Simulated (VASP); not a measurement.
## Ga2SnSe3: single point with PBE

The system is Ga2SnSe3.

```
CELL_PARAMETERS angstrom
4.45795 0.00779 -0.10103
-0.01283 4.20460 -0.15681
-1.88374 -1.46918 16.19393
ATOMIC_POSITIONS crystal
Ga 0.08185 0.03117 0.54577
Ga 0.03643 0.09526 0.04939
Ga 0.75116 0.43738 0.70791
Ga 0.54503 0.69349 0.21046
Sn 0.43869 0.49187 0.84914
Sn 0.42250 0.38790 0.35282
Se 0.10555 0.91701 0.68957
Se 0.89349 0.16255 0.18934
Se 0.83891 0.02054 0.90130
Se 0.97189 0.81051 0.40040
Se 0.56396 0.35496 0.55028
Se 0.35053 0.59736 0.05361
```

| Property | Result |
| --- | --- |
| Program | VASP 6.6.1 |
| Task | single point |
| Functional | PBE |
| Potentials or basis | VASP PAW PBE potentials, release 64 (Ga_d, Sn_d, Se) |
| Cutoff | 520 eV |
| k mesh | 4 × 4 × 1 |
| Occupations | gaussian, width 0.1 eV |
| Spin | no spin polarisation |
| Dipole correction | no |
| Further INCAR settings | ALGO = Normal; EDIFF = 1e-06; NBANDS = 70 |

```
Pressure               : 0.1 GPa
Largest force          : 0.023 eV/Å
Band gap on the k mesh : 0.54 eV (least direct gap 0.77 eV)
```

Forces in eV/Å, atoms in the order of the input:
```
Ga  -0.011 -0.001  0.000
Ga  -0.009  0.002 -0.011
Ga  -0.003  0.005  0.008
Ga  -0.009 -0.003  0.017
Sn  -0.016 -0.002  0.001
Sn   0.000 -0.002 -0.007
Se   0.010 -0.006  0.017
Se   0.005  0.005  0.009
Se   0.005 -0.002 -0.004
Se   0.000 -0.004 -0.023
Se   0.011  0.010 -0.003
Se   0.018 -0.001 -0.003
```

Levels at points of the mesh, in eV from the valence-band top:
```tsv
k point	band 54	band 55	band 56	band 57	band 58	band 59	band 60	band 61	band 62	band 63
(0.00, 0.00, 0.00)	-1.49	-1.20	-0.98	-0.77	-0.27	0.54	1.25	2.00	2.48	2.62
(0.50, 0.00, 0.00)	-1.25	-1.17	-0.53	-0.29	0.00	1.11	1.38	1.48	1.87	2.23
(0.00, 0.50, 0.00)	-1.53	-1.26	-1.03	-0.56	-0.17	0.88	1.10	1.58	1.86	2.15
(0.50, 0.50, 0.00)	-2.16	-1.99	-1.86	-1.38	-0.65	1.40	1.55	1.81	2.43	3.00
```

Wall time 2.2 min on 1 thread of Intel(R) Xeon(R) 6975P-C (Granite Rapids) (shared host), peak memory 0.45 GiB.

Caveat: spin-orbit coupling is left out, which moves the levels of the heavy elements; an odd mesh through Γ misses points on the zone boundary, where band edges can lie.
